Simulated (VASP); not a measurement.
# Sn in VASP: single point with PBEsol

Aim: the single point of Sn with PBEsol.

Everything below comes from runs of VASP 6.6.1. Logs are shortened: lines on timing, memory, paths and dates and some standing lists are left out, and cuts for length are marked.

### 1 The cell of the first run

The cell holds a slab with vacuum, 7 atoms: a = 3.153 Å, b = 4.419 Å, c = 27.384 Å, α = 90.00°, β = 90.00°, γ = 110.90°.

### 2 Single point, PBEsol

INCAR reads:

```
PREC     = Accurate       # precision mode
ENCUT    = 520            # plane-wave cutoff, eV
EDIFF    = 1E-6           # SCF threshold, eV
ISMEAR   = 0              # smearing method
SIGMA    = 0.1            # smearing width, eV
LREAL    = False          # projectors in reciprocal space
LASPH    = True           # aspherical terms in the spheres
NELM     = 80             # most SCF steps
ALGO     = Fast           # electronic algorithm
ISIF     = 2              # what is computed and relaxed
LWAVE    = False          # write WAVECAR
LCHARG   = False          # write CHGCAR
LDIPOL   = True         
IDIPOL   = 3            
DIPOL    = 0.5 0.5 0.500
GGA      = PS             # functional
NBANDS   = 58             # bands
```

KPOINTS reads:

```
regular mesh
0
Gamma
  12 9 1
```

POSCAR reads:

```
Sn
1.0
    3.1526176509      0.0000000000      0.0000000000
   -1.5763088254      4.1279327226      0.0000000000
    0.0000000000      0.0000000000     27.3837981678
Sn
7
Direct
    0.5000000000      0.0000000000      0.2738845778
    0.5000000000      0.5000000000      0.3492563852
    0.0000000000      0.0000000000      0.4246281926
    0.0000000000      0.5000000000      0.5000000000
    0.5000000000      0.0000000000      0.5753718074
    0.5000000000      0.5000000000      0.6507436148
    0.0000000000      0.0000000000      0.7261154222
```

Potentials or basis: VASP PAW PBE potentials, release 64 (Sn_d).

Started as:

```
$ cat potpaw_PBE.64/Sn_d/POTCAR > POTCAR
$ mpirun -np 1 vasp_std > vasp.out
```

OUTCAR:

```text
PREC = Accurate
   ENCUT = 520
   EDIFF = 1E-6
   ISMEAR = 0
   LREAL = False
   LASPH = True
   NELM = 80
   ISIF = 2
   GGA = PS

 ion  position               nearest neighbor table
   1  0.500  0.000  0.274-   2 3.02   2 3.02   2 3.76   2 3.76
   2  0.500  0.500  0.349-   1 3.02   1 3.02   3 3.02   3 3.02   3 3.76   3 3.76   1 3.76   1 3.76

   3  0.000  0.000  0.425-   4 3.02   4 3.02   2 3.02   2 3.02   2 3.76   2 3.76   4 3.76   4 3.76

   4  0.000  0.500  0.500-   3 3.02   3 3.02   5 3.02   5 3.02   5 3.76   5 3.76   3 3.76   3 3.76

   5  0.500  0.000  0.575-   6 3.02   6 3.02   4 3.02   4 3.02   4 3.76   4 3.76   6 3.76   6 3.76

   6  0.500  0.500  0.651-   5 3.02   5 3.02   7 3.02   7 3.02   7 3.76   7 3.76   5 3.76   5 3.76

   7  0.000  0.000  0.726-   6 3.02   6 3.02   6 3.76   6 3.76

  LATTYP: Found a base centered orthorhombic cell.
 ALAT       =     3.1526176509
 B/A-ratio  =     2.6187334969
 C/A-ratio  =     8.6860511486

  Lattice vectors:

 A1 = (   1.5763088254,  -4.1279327226,   0.0000000000)
 A2 = (   1.5763088255,   4.1279327226,   0.0000000000)
 A3 = (   0.0000000000,   0.0000000000,  27.3837981678)

Analysis of symmetry for initial positions (statically):
=====================================================================
 Subroutine PRICEL returns:
 Original cell was already a primitive cell.

 Routine SETGRP: Setting up the symmetry group for a
 base centered orthorhombic supercell.

 Subroutine GETGRP returns: Found  4 space group operations
 (whereof  2 operations were pure point group operations)
 out of a pool of  8 trial point group operations.

The static configuration has the point symmetry C_2 .
 The point group associated with its full space group is D_2 .

Analysis of symmetry for dynamics (positions and initial velocities):
=====================================================================
 Subroutine PRICEL returns:
 Original cell was already a primitive cell.

 Routine SETGRP: Setting up the symmetry group for a
 base centered orthorhombic supercell.

 Subroutine GETGRP returns: Found  4 space group operations
 (whereof  2 operations were pure point group operations)
 out of a pool of  8 trial point group operations.

The dynamic configuration has the point symmetry C_2 .
 The point group associated with its full space group is D_2 .

 Subroutine INISYM returns: Found  4 space group operations
 (whereof  2 operations are pure point group operations),
 and found     1 'primitive' translations

----------------------------------------------------------------------------------------

                                     Primitive cell

  volume of cell :     356.3671

  direct lattice vectors                    reciprocal lattice vectors
     3.152617651  0.000000000  0.000000000     0.317196727  0.121126005  0.000000000
    -1.576308825  4.127932723  0.000000000     0.000000000  0.242252010  0.000000000
     0.000000000  0.000000000 27.383798168     0.000000000  0.000000000  0.036517944

  length of vectors
     3.152617651  4.418662476 27.383798168     0.339536850  0.242252010  0.036517944

  position of ions in fractional coordinates (direct lattice)
     0.500000000  0.000000000  0.273884578
     0.500000000  0.500000000  0.349256385
     0.000000000  0.000000000  0.424628193
     0.000000000  0.500000000  0.500000000
     0.500000000  0.000000000  0.575371807
     0.500000000  0.500000000  0.650743615
     0.000000000  0.000000000  0.726115422

  ion indices of the primitive-cell ions
   primitive index   ion index
                 1           1
                 2           2
                 3           3
                 4           4
                 5           5
                 6           6
                 7           7

[... 30 lines left out ...]
|     Your reciprocal lattice and k-lattice belong to different lattice       |
|     classes:                                                                |
|                                                                             |
|        The reciprocal lattice is base centered orthorhombic,                |
|        whereas your k-lattice is simple monoclinic.                         |
|                                                                             |
|     Results are often still useful ...                                      |
|                                                                             |
 -----------------------------------------------------------------------------

 WARNING: IBZKPT: internal override: KBLOWUP is changed to .FALSE.
      ... skipping the blow-up phase ...

 Subroutine IBZKPT returns following result:
 ===========================================

 Found     51 irreducible k-points:

 Following reciprocal coordinates:
            Coordinates               Weight
  0.000000  0.000000  0.000000      1.000000
  0.083333  0.000000  0.000000      2.000000
  0.166667  0.000000  0.000000      2.000000
  0.250000  0.000000  0.000000      2.000000
  0.333333  0.000000  0.000000      4.000000
  0.416667  0.000000  0.000000      2.000000
[... 16 lines left out ...]
  0.250000  0.222222  0.000000      2.000000
  0.333333  0.222222  0.000000      4.000000
 [... further k-points ...]
   k-points           NKPTS =     51   k-points in BZ     NKDIM =     51   number of bands    NBANDS=     58
   number of dos      NEDOS =    301   number of ions     NIONS =      7
   total plane-waves  NPLWV = 181440
   dimension x,y,z NGX =    24 NGY =   36 NGZ =  210
   dimension x,y,z NGXF=    48 NGYF=   72 NGZF=  420
   ions per type =               7
   NGX,Y,Z   is equivalent  to a cutoff of  12.66, 13.54, 12.75 a.u.
   NGXF,Y,Z  is equivalent  to a cutoff of  25.31, 27.09, 25.50 a.u.
 SYSTEM =  unknown system
   PREC   = accura    normal or accurate (medium, high low for compatibility)
   ISTART =      0    job   : 0-new  1-cont  2-samecut
   ICHARG =      2    charge: 1-file 2-atom 10-const
   ISPIN  =      1    spin polarized calculation?
   LNONCOLLINEAR =      F non collinear calculations
   LSORBIT =      F    spin-orbit coupling
   LASPH  =      T    aspherical Exc in radial PAW
   ENCUT  =  520.0 eV  38.22 Ry    6.18 a.u.   5.86  8.22 50.92*2*pi/ulx,y,z
   NELM   =     80;   NELMIN=  2; NELMDL= -5     # of ELM steps
   EDIFF  = 0.1E-05   stopping-criterion for ELM
   LREAL  =      F    real-space projection
   EDIFFG = 0.1E-04   stopping-criterion for IOM
   NSW    =      0    number of steps for IOM
   IBRION =     -1    ionic relax: 0-MD 1-quasi-New 2-CG
   NFREE  =      0    steps in history (QN), initial steepest desc. (CG)
   ISIF   =      2    stress and relaxation
   ISYM   =      2    0-nonsym 1-usesym 2-fastsym
   POTIM  = 0.5000    time-step for ionic-motion
   TEBEG  =    0.0;   TEEND  =   0.0 temperature during run
   PSTRESS=    0.0 pullay stress
   NELECT =      98.0000    total number of electrons
   NUPDOWN=      -1.0000    fix difference up-down
   EMIN   =  10.00;   EMAX   =-10.00  energy-range for DOS
   EFERMI =   0.00;   METHOD = LEGACY
   ISMEAR =     0;   SIGMA  =   0.10  broadening in eV -4-tet -1-fermi 0-gaus
   EFERMI_NEDOS =   21; number of points for ismear=-14 and -15
   IALGO  =     68    algorithm
   IMIX   =      4    mixing-type and parameters
     AMIX     =   0.40;   BMIX     =  1.00
     AMIX_MAG =   1.60;   BMIX_MAG =  1.00
  volume/ion in A,a.u.               =      50.91       343.55
  Fermi-wavevector in a.u.,A,eV,Ry     =   1.064595  2.011792 15.420326  1.133362
  Thomas-Fermi vector in A             =   2.200118
   LORBIT       =      0    0 simple, 1 ext, 2 COOP (PROOUT), +10 PAW based schemes
   GGA     = PS    functional components
   LHFCALC =     F    Hartree Fock is set to
   AEXX    =    0.0000 exact exchange contribution
   IVDW    =     0    specifies the selected vdW correction
   LEPSILON=     F    determine dielectric tensor
   LRPA    =     F    only Hartree local field effects (RPA)
 non-spin polarized calculation
 RMM-DIIS sequential band-by-band and
 Gauss-broadening in eV      SIGMA  =   0.10
  energy-cutoff  :      520.00
  volume of cell :      356.37
 maximum number of plane-waves:      9645
   NGX = 11   NGY = 17   NGZ =101

 dipolmoment           0.000000      0.000000     -0.000000 electrons x Angstroem

 number of electron      97.9999968 magnetization

 dipolmoment           0.000000      0.000000      0.000000 electrons x Angstroem

 Free energy of the ion-electron system (eV)
  ---------------------------------------------------
  ext. energy  EPLUGINS =         0.00000000
  ---------------------------------------------------
  free energy    TOTEN  =       -28.79548585 eV

  energy without entropy =      -28.78052068  energy(sigma->0) =      -28.78800327

 E-fermi :   2.2016     XC(G=0):  -6.1623

 val. band max:        2.1995418496   @ k =   0.4167   0.4444   0.0000
 cond. band min:       2.2047703980   @ k =   0.2500   0.1111   0.0000
 fundamental gap:      0.0052285484
 Fermi energy:         2.2016131265

 k-point     1 :       0.0000    0.0000    0.0000
  band No.  band energies     occupation
      1     -19.3146      2.00000
      2     -19.2803      2.00000
      3     -19.2752      2.00000
      4     -19.2575      2.00000
      5     -19.2404      2.00000
      6     -19.2404      2.00000
[... 1453 lines left out ...]
     57       4.8801      0.00000
     58       6.3096      0.00000

 [... further k-points ...]

------------------------ aborting loop because EDIFF is reached ----------------------------------------

 vacuum level on the upper side and lower side of the slab       (xc-potential included)        -0.131        -0.131

  FORCE on cell =-STRESS in cart. coord.  units (eV):
  Direction    XX          YY          ZZ          XY          YZ          ZX
  --------------------------------------------------------------------------------------
  -------------------------------------------------------------------------------------
  Total       -1.3145958     -2.3081728     -1.0847713     -0.0000000      0.0000000      0.0000000
  in kB       -5.9102413    -10.3772268     -4.8769824     -0.0000000      0.0000000      0.0000000
  external PRESSURE =      -7.0548168 kB  Pullay stress =       0.0000000 kB

 VOLUME and BASIS-vectors are now :
 -----------------------------------------------------------------------------
  energy-cutoff  :      520.00
  volume of cell :      356.37
      direct lattice vectors                 reciprocal lattice vectors
     3.152617651  0.000000000  0.000000000     0.317196727  0.121126005  0.000000000
    -1.576308825  4.127932723  0.000000000     0.000000000  0.242252010  0.000000000
     0.000000000  0.000000000 27.383798168     0.000000000  0.000000000  0.036517944

 POSITION                                       TOTAL-FORCE (eV/Angst)
 -----------------------------------------------------------------------------------
      1.57631      0.00000      7.50000         0.000000      0.000000      0.260491
      0.78815      2.06397      9.56397        -0.000000      0.000000     -0.353933
      0.00000      0.00000     11.62793        -0.000000      0.000000      0.165101
     -0.78815      2.06397     13.69190        -0.000000      0.000000      0.000000
      1.57631      0.00000     15.75587        -0.000000      0.000000     -0.165101
      0.78815      2.06397     17.81983        -0.000000      0.000000      0.353933
      0.00000      0.00000     19.88380         0.000000      0.000000     -0.260491
 -----------------------------------------------------------------------------------
    total drift:                               -0.000000      0.000000      0.000001

  FREE ENERGIE OF THE ION-ELECTRON SYSTEM (eV)
  ---------------------------------------------------
  free  energy   TOTEN  =       -28.7954858545 eV

  energy  without entropy=      -28.7805206836  energy(sigma->0) =      -28.78800327

 vacuum level on the upper side and lower side of the slab         6.319         6.319
```

Run time: 33 min. Hardware: 1 thread of Oxide Virtual Turin-like, shared host; peak memory 0.86 GiB.

What came out:

| Item | Value |
| --- | --- |
| Free energy | -28.7955 eV |
| Largest force | 0.354 eV/Å |
| Band gap on the k mesh | zero (bands 49 and 50 overlap by 2.12 eV) |

Forces in eV/Å, atoms in the order of the input:
```
Sn   0.000  0.000  0.260
Sn   0.000  0.000 -0.354
Sn   0.000  0.000  0.165
Sn   0.000  0.000  0.000
Sn   0.000  0.000 -0.165
Sn   0.000  0.000  0.354
Sn   0.000  0.000 -0.260
```

Levels at points of the mesh, in eV from the Fermi level:
```tsv
k point	band 45	band 46	band 47	band 48	band 49	band 50	band 51	band 52
(0.00, 0.00, 0.00)	-1.24	-0.89	-0.35	0.02	0.81	0.99	2.12	2.26
(0.50, 0.00, 0.00)	-2.75	-1.93	-1.69	-1.68	-1.57	-0.62	-0.40	0.51
```

Caveat: the PAW data sets were made with another functional, which shifts forces and pressure a little; spin-orbit coupling is left out, which moves the levels of the heavy elements.
